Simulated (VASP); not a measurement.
# SiNi3 (Pm-3m) in VASP: single point with PBE

Aim: the single point of SiNi3 with PBE.

Everything below comes from runs of VASP 6.6.1. Logs are shortened: lines on timing, memory, paths and dates and some standing lists are left out, and cuts for length are marked.

**1. The cell of the first run**

Symmetry: Pm-3m, No. 221, cubic system. Conventional cell: a = 3.506 Å, b = 3.506 Å, c = 3.506 Å, α = 90.00°, β = 90.00°, γ = 90.00°. Si (site symmetry m-3m) has 12 Ni at 2.48 Å within 3.3 Å. Ni (site symmetry 4/mmm) has 4 Si at 2.48 Å and 8 Ni at 2.48 Å within 3.3 Å. Within 3.3 Å of Ni (site symmetry 4/mmm) lie 8 Ni at 2.48 Å and 4 Si at 2.48 Å.

**2. Single point, PBE**

Input file INCAR:

```
PREC = Accurate
ENCUT = 520
EDIFF = 1E-6
ISMEAR = 0
SIGMA = 0.15
LREAL = False
LASPH = True
NELM = 80
ALGO = Fast
ISIF = 2
LWAVE = False
LCHARG = True
GGA = PE
LELF = True
LVHAR = True
NBANDS = 44
```

Input file KPOINTS:

```
regular mesh
0
Gamma
  14 14 8
```

Input file POSCAR:

```
SiNi3
1.0
    3.5062596409      0.0000000000      0.0000000000
    0.0000000000      3.5062596409      0.0000000000
    0.0000000000      0.0000000000      7.0125192817
Si Ni
2 6
Direct
    0.0000000000      0.0000000000      0.0000000000
    0.0000000000      0.0000000000      0.5000000000
    0.0000000000      0.5000000000      0.2500000000
    0.0000000000      0.5000000000      0.7500000000
    0.5000000000      0.0000000000      0.2500000000
    0.5000000000      0.0000000000      0.7500000000
    0.5000000000      0.5000000000      0.0000000000
    0.5000000000      0.5000000000      0.5000000000
```

Potentials or basis: VASP PAW PBE potentials, release 64 (Si, Ni).

Run with:

```
> cat potpaw_PBE.64/Si/POTCAR potpaw_PBE.64/Ni/POTCAR > POTCAR
> mpirun -np 1 vasp_std > vasp.out
```

OUTCAR:

```text
PREC = Accurate
   ENCUT = 520
   EDIFF = 1E-6
   ISMEAR = 0
   LREAL = False
   LASPH = True
   NELM = 80
   ISIF = 2
   GGA = PE

 ion  position               nearest neighbor table
   1  0.000  0.000  0.000-   3 2.48   4 2.48   5 2.48   6 2.48   3 2.48   4 2.48   5 2.48   6 2.48
                             7 2.48   7 2.48   7 2.48   7 2.48
   2  0.000  0.000  0.500-   3 2.48   4 2.48   5 2.48   6 2.48   3 2.48   4 2.48   5 2.48   6 2.48
                             8 2.48   8 2.48   8 2.48   8 2.48
   3  0.000  0.500  0.250-   1 2.48   2 2.48   7 2.48   8 2.48   1 2.48   2 2.48   7 2.48   8 2.48
                             5 2.48   5 2.48   5 2.48   5 2.48
   4  0.000  0.500  0.750-   1 2.48   2 2.48   7 2.48   8 2.48   1 2.48   2 2.48   7 2.48   8 2.48
                             6 2.48   6 2.48   6 2.48   6 2.48
   5  0.500  0.000  0.250-   1 2.48   2 2.48   7 2.48   8 2.48   7 2.48   8 2.48   1 2.48   2 2.48
                             3 2.48   3 2.48   3 2.48   3 2.48
   6  0.500  0.000  0.750-   1 2.48   2 2.48   7 2.48   8 2.48   7 2.48   8 2.48   1 2.48   2 2.48
                             4 2.48   4 2.48   4 2.48   4 2.48
   7  0.500  0.500  0.000-   3 2.48   4 2.48   5 2.48   6 2.48   5 2.48   6 2.48   3 2.48   4 2.48
                             1 2.48   1 2.48   1 2.48   1 2.48
   8  0.500  0.500  0.500-   3 2.48   4 2.48   5 2.48   6 2.48   5 2.48   6 2.48   3 2.48   4 2.48
                             2 2.48   2 2.48   2 2.48   2 2.48

  LATTYP: Found a simple tetragonal cell.
 ALAT       =     3.5062596409
 C/A-ratio  =     2.0000000000

  Lattice vectors:

 A1 = (   3.5062596409,   0.0000000000,   0.0000000000)
 A2 = (   0.0000000000,   3.5062596409,   0.0000000000)
 A3 = (   0.0000000000,   0.0000000000,   7.0125192817)

Analysis of symmetry for initial positions (statically):
=====================================================================
 Subroutine PRICEL returns following result:

  LATTYP: Found a simple cubic cell.
 ALAT       =     3.5062596409

  Lattice vectors:

 A1 = (   3.5062596409,   0.0000000000,   0.0000000000)
 A2 = (   0.0000000000,   3.5062596409,   0.0000000000)
 A3 = (   0.0000000000,   0.0000000000,   3.5062596409)

   2 primitive cells build up your supercell.

 Routine SETGRP: Setting up the symmetry group for a
 simple tetragonal supercell.

 Subroutine GETGRP returns: Found 16 space group operations
 (whereof 16 operations were pure point group operations)
 out of a pool of 16 trial point group operations.

The static configuration has the point symmetry D_4h.

Analysis of symmetry for dynamics (positions and initial velocities):
=====================================================================
 Subroutine PRICEL returns following result:

  LATTYP: Found a simple cubic cell.
 ALAT       =     3.5062596409

  Lattice vectors:

 A1 = (   3.5062596409,   0.0000000000,   0.0000000000)
 A2 = (   0.0000000000,   3.5062596409,   0.0000000000)
 A3 = (   0.0000000000,   0.0000000000,   3.5062596409)

   2 primitive cells build up your supercell.

 Routine SETGRP: Setting up the symmetry group for a
 simple tetragonal supercell.

 Subroutine GETGRP returns: Found 16 space group operations
 (whereof 16 operations were pure point group operations)
 out of a pool of 16 trial point group operations.

The dynamic configuration has the point symmetry D_4h.

 Subroutine INISYM returns: Found 16 space group operations
 (whereof 16 operations are pure point group operations),
 and found     2 'primitive' translations

----------------------------------------------------------------------------------------

                                     Primitive cell

  volume of cell :      43.1055

  direct lattice vectors                    reciprocal lattice vectors
     3.506259641  0.000000000  0.000000000     0.285204207  0.000000000  0.000000000
     0.000000000  3.506259641  0.000000000     0.000000000  0.285204207  0.000000000
     0.000000000  0.000000000  3.506259641     0.000000000  0.000000000  0.285204207

  length of vectors
     3.506259641  3.506259641  3.506259641     0.285204207  0.285204207  0.285204207

  position of ions in fractional coordinates (direct lattice)
     0.000000000  0.000000000  0.000000000
     0.000000000  0.500000000  0.500000000
     0.500000000  0.000000000  0.500000000
     0.500000000  0.500000000  0.000000000

  ion indices of the primitive-cell ions
   primitive index   ion index
                 1           1
                 2           3
                 3           5
                 4           7

----------------------------------------------------------------------------------------

 KPOINTS: regular mesh

Automatic generation of k-mesh.
 Grid dimensions read from file:
 generate k-points for:   14   14    8

 Generating k-lattice:

  Cartesian coordinates                     Fractional coordinates (reciprocal lattice)
     0.020371729  0.000000000  0.000000000     0.071428571  0.000000000  0.000000000
     0.000000000  0.020371729  0.000000000     0.000000000  0.071428571  0.000000000
     0.000000000  0.000000000  0.017825263     0.000000000  0.000000000  0.125000000

  Length of vectors
     0.020371729  0.020371729  0.017825263

  Shift w.r.t. Gamma in fractional coordinates (k-lattice)
     0.000000000  0.000000000  0.000000000

 Subroutine IBZKPT returns following result:
 ===========================================

 Found    180 irreducible k-points:

 Following reciprocal coordinates:
            Coordinates               Weight
  0.000000  0.000000  0.000000      1.000000
  0.071429  0.000000  0.000000      4.000000
  0.142857  0.000000  0.000000      4.000000
  0.214286  0.000000  0.000000      4.000000
  0.285714  0.000000  0.000000      4.000000
  0.357143  0.000000  0.000000      4.000000
[... 16 lines left out ...]
  0.285714  0.214286  0.000000      8.000000
  0.357143  0.214286  0.000000      8.000000
 [... further k-points ...]
   k-points           NKPTS =    180   k-points in BZ     NKDIM =    180   number of bands    NBANDS=     44
   number of dos      NEDOS =    301   number of ions     NIONS =      8
   total plane-waves  NPLWV =  42336
   dimension x,y,z NGX =    28 NGY =   28 NGZ =   54
   dimension x,y,z NGXF=    56 NGYF=   56 NGZF=  108
   ions per type =               2   6
   NGX,Y,Z   is equivalent  to a cutoff of  13.28, 13.28, 12.80 a.u.
   NGXF,Y,Z  is equivalent  to a cutoff of  26.55, 26.55, 25.60 a.u.
 SYSTEM =  unknown system
   PREC   = accura    normal or accurate (medium, high low for compatibility)
   ISTART =      0    job   : 0-new  1-cont  2-samecut
   ICHARG =      2    charge: 1-file 2-atom 10-const
   ISPIN  =      1    spin polarized calculation?
   LNONCOLLINEAR =      F non collinear calculations
   LSORBIT =      F    spin-orbit coupling
   LASPH  =      T    aspherical Exc in radial PAW
   ENCUT  =  520.0 eV  38.22 Ry    6.18 a.u.   6.52  6.52 13.04*2*pi/ulx,y,z
   NELM   =     80;   NELMIN=  2; NELMDL= -5     # of ELM steps
   EDIFF  = 0.1E-05   stopping-criterion for ELM
   LREAL  =      F    real-space projection
   EDIFFG = 0.1E-04   stopping-criterion for IOM
   NSW    =      0    number of steps for IOM
   IBRION =     -1    ionic relax: 0-MD 1-quasi-New 2-CG
   NFREE  =      0    steps in history (QN), initial steepest desc. (CG)
   ISIF   =      2    stress and relaxation
   ISYM   =      2    0-nonsym 1-usesym 2-fastsym
   POTIM  = 0.5000    time-step for ionic-motion
   TEBEG  =    0.0;   TEEND  =   0.0 temperature during run
   PSTRESS=    0.0 pullay stress
   NELECT =      68.0000    total number of electrons
   NUPDOWN=      -1.0000    fix difference up-down
   EMIN   =  10.00;   EMAX   =-10.00  energy-range for DOS
   EFERMI =   0.00;   METHOD = LEGACY
   ISMEAR =     0;   SIGMA  =   0.15  broadening in eV -4-tet -1-fermi 0-gaus
   EFERMI_NEDOS =   21; number of points for ismear=-14 and -15
   IALGO  =     68    algorithm
   IMIX   =      4    mixing-type and parameters
     AMIX     =   0.40;   BMIX     =  1.00
     AMIX_MAG =   1.60;   BMIX_MAG =  1.00
  volume/ion in A,a.u.               =      10.78        72.72
  Fermi-wavevector in a.u.,A,eV,Ry     =   1.512599  2.858397 31.129516  2.287955
  Thomas-Fermi vector in A             =   2.622502
   LORBIT       =      0    0 simple, 1 ext, 2 COOP (PROOUT), +10 PAW based schemes
   GGA     = PE    functional components
   LHFCALC =     F    Hartree Fock is set to
   AEXX    =    0.0000 exact exchange contribution
   IVDW    =     0    specifies the selected vdW correction
   LEPSILON=     F    determine dielectric tensor
   LRPA    =     F    only Hartree local field effects (RPA)
 non-spin polarized calculation
 RMM-DIIS sequential band-by-band and
 Gauss-broadening in eV      SIGMA  =   0.15
  energy-cutoff  :      520.00
  volume of cell :       86.21
 maximum number of plane-waves:      2355
 NGX is ok and might be reduce to    28
   NGX = 13   NGY = 13   NGZ = 27

 number of electron      67.9999950 magnetization

 Free energy of the ion-electron system (eV)
  ---------------------------------------------------
  ext. energy  EPLUGINS =         0.00000000
  ---------------------------------------------------
  free energy    TOTEN  =       -47.38418226 eV

  energy without entropy =      -47.34068613  energy(sigma->0) =      -47.36243420

 E-fermi :  10.6694     XC(G=0): -13.0973

 val. band max:       10.6569199659   @ k =   0.0714   0.0000   0.1250
 cond. band min:      10.6827000501   @ k =   0.0000   0.0000   0.0000
 fundamental gap:      0.0257800842
 Fermi energy:        10.6694082389

 k-point     1 :       0.0000    0.0000    0.0000
  band No.  band energies     occupation
      1      -1.2714      2.00000
      2       0.7746      2.00000
      3       2.9408      2.00000
      4       5.7840      2.00000
      5       6.6054      2.00000
      6       6.6054      2.00000
[... 36 lines left out ...]
     43      16.6429      0.00000
     44      16.9797      0.00000
[... 1040 lines left out ...]
      4       4.5586      2.00000
      5       5.3379      2.00000
      6       6.0032      2.00000
[... 36 lines left out ...]
     43      16.8702      0.00000
     44      17.9527      0.00000

 [... further k-points ...]

------------------------ aborting loop because EDIFF is reached ----------------------------------------

  FORCE on cell =-STRESS in cart. coord.  units (eV):
  Direction    XX          YY          ZZ          XY          YZ          ZX
  --------------------------------------------------------------------------------------
  -------------------------------------------------------------------------------------
  Total        0.0177680      0.0177680      0.0157528      0.0000000     -0.0000000      0.0000000
  in kB        0.3302066      0.3302066      0.2927554      0.0000000     -0.0000000      0.0000000
  external PRESSURE =       0.3177229 kB  Pullay stress =       0.0000000 kB

 VOLUME and BASIS-vectors are now :
 -----------------------------------------------------------------------------
  energy-cutoff  :      520.00
  volume of cell :       86.21
      direct lattice vectors                 reciprocal lattice vectors
     3.506259641  0.000000000  0.000000000     0.285204207  0.000000000  0.000000000
     0.000000000  3.506259641  0.000000000     0.000000000  0.285204207  0.000000000
     0.000000000  0.000000000  7.012519282     0.000000000  0.000000000  0.142602103

 POSITION                                       TOTAL-FORCE (eV/Angst)
 -----------------------------------------------------------------------------------
      0.00000      0.00000      0.00000        -0.000000     -0.000000     -0.000000
      0.00000      0.00000      3.50626        -0.000000     -0.000000     -0.000000
      0.00000      1.75313      1.75313        -0.000000      0.000000      0.000000
      0.00000      1.75313      5.25939        -0.000000      0.000000     -0.000000
      1.75313      0.00000      1.75313         0.000000     -0.000000      0.000000
      1.75313      0.00000      5.25939         0.000000     -0.000000     -0.000000
      1.75313      1.75313      0.00000        -0.000000     -0.000000     -0.000000
      1.75313      1.75313      3.50626        -0.000000     -0.000000     -0.000000
 -----------------------------------------------------------------------------------
    total drift:                                0.000000      0.000000      0.000000

  FREE ENERGIE OF THE ION-ELECTRON SYSTEM (eV)
  ---------------------------------------------------
  free  energy   TOTEN  =       -47.3841822590 eV

  energy  without entropy=      -47.3406861349  energy(sigma->0) =      -47.36243420
```

Wall time 14 min (1 thread of Intel Xeon Platinum 8259CL at 2.50GHz (Skylake/Cascade Lake), shared host); peak memory 0.57 GiB.

What came out:

| Item | Value |
| --- | --- |
| Free energy | -47.3842 eV |
| Pressure | 0.0 GPa |
| Band gap on the k mesh | zero (bands 34 and 35 overlap by 0.24 eV) |

The gap in the log of VASP goes by the Fermi energy; the results here count the filled bands.